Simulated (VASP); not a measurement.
Input of a VASP 6.6.1 run:

Contents of INCAR:

```
  PREC = Accurate
  ENCUT = 520
  EDIFF = 1E-6
  ISMEAR = -1
  SIGMA = 0.1
  LREAL = False
  LASPH = True
  NELM = 100
  ALGO = Normal
  ISIF = 2
  LWAVE = False
  LCHARG = True
  GGA = PS
  IVDW = 12
  LELF = True
  LVHAR = True
  NBANDS = 20
```

File KPOINTS:

```
Automatic mesh
0
Gamma
  10 10 10
```

Contents of POSCAR:

```
LuH2
1.0
    0.0000000000      2.4824890740      2.4824890740
    2.4824890740      0.0000000000      2.4824890740
    2.4824890740      2.4824890740      0.0000000000
Lu H
1 2
Direct
    0.0000000000      0.0000000000      0.0000000000
    0.2500000000      0.2500000000      0.2500000000
    0.7500000000      0.7500000000      0.7500000000
```

Potentials or basis: VASP PAW PBE potentials, release 64 (Lu, H).

Run with:

```console
$ cat potpaw_PBE.64/Lu/POTCAR potpaw_PBE.64/H/POTCAR > POTCAR
$ mpirun -np 1 vasp_std > vasp.out
```

(1) Predict the dispersion energy per atom.

(2) Predict the band gap on the k mesh.

(3) Predict the pressure.

Results:

(1) -0.190 eV.

(2) zero (an odd number of electrons rules out a gap without spin polarisation).

(3) -3.1 GPa.

Caveat: three body term missing; the cell stands under tension; the PAW data sets were made with another functional, which shifts forces and pressure a little; spin-orbit coupling is left out, which moves the levels of the heavy elements.
